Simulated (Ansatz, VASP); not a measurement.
# One calculation of Ca, two programs

```
Ca
1.0
     0.00000    2.86907    2.86907
     2.86907    0.00000    2.86907
     2.86907    2.86907    0.00000
Ca
1
Direct
  0.00000 0.00000 0.00000
```

Alike in both runs: task single point; functional PBE; k mesh 16 × 16 × 16; occupations fermi-dirac, width 0.1 eV; no spin polarisation.

```csv
,VASP,Ansatz
version,VASP 6.6.1,Ansatz 0.2.0
potentials or method,"VASP PAW PBE potentials, release 64 (Ca_sv), cutoff 520 eV","plane waves (420 eV) with PAW, scalar-relativistic"
valence electrons in the cell,10,10
```

```csv
,VASP,Ansatz,Ansatz less VASP
pressure (GPa),-1.6,-1.6,-0.01
```
